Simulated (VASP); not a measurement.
Crystal: GaSb.

```
Ga Sb
1.0
    -2.75343    2.75343    1.59071
     2.75343   -2.75343    1.59071
     2.75343    2.75343   -1.59071
Ga Sb
1 1
Direct
  0.25000 0.75000 0.50000
  0.00000 0.00000 0.00000
```

| Property | Result |
| --- | --- |
| Program | VASP 6.6.1 |
| Task | relaxation of cell and atoms |
| Functional | PBEsol |
| Dispersion | D3(BJ) |
| Potentials or basis | VASP PAW PBE potentials, release 64 (Ga_d, Sb) |
| Cutoff | 600 eV |
| k mesh | 8 × 8 × 8 |
| Occupations | fermi-dirac, width 0.05 eV |
| Spin | no spin polarisation |

At the start: pressure -5.5 GPa; volume 24.12 Å³/atom.

**Question.** Where does the relaxation end?

**Answer.** Over 10 steps the energy falls by 42.0 meV/atom and the volume is 21.83 Å³/atom (-9.5 %); space group I-4m2 (No. 119, to 0.05 Å).

The path:
```csv
step,energy change (eV),largest force (eV/Å),pressure (GPa),volume (Å³)
1,0.0000,0.0000,-5.49,48.24
2,-0.0772,0.0000,1.68,42.70
3,-0.0829,0.0000,-0.11,43.76
4,-0.0829,0.0000,0.04,43.68
5,-0.0839,0.0000,0.15,43.59
6,-0.0839,0.0000,0.08,43.57
7,-0.0838,0.0000,0.08,43.53
8,-0.0839,0.0000,0.18,43.56
9,-0.0839,0.0000,0.12,43.57
10,-0.0839,0.0000,-0.02,43.67
```

Final structure:
```xyz
2
Lattice="-2.6661 2.6661 1.5359 2.6661 -2.6661 1.5359 2.6661 2.6661 -1.5359" Properties=species:S:1:pos:R:3 pbc="T T T"
Ga    2.6661    0.0000    0.7679
Sb    0.0000    0.0000    0.0000
```

Caveat: the PAW data sets were made with another functional, which shifts forces and pressure a little; pairwise dispersion overbinds metals, which lowers pressure and volume.
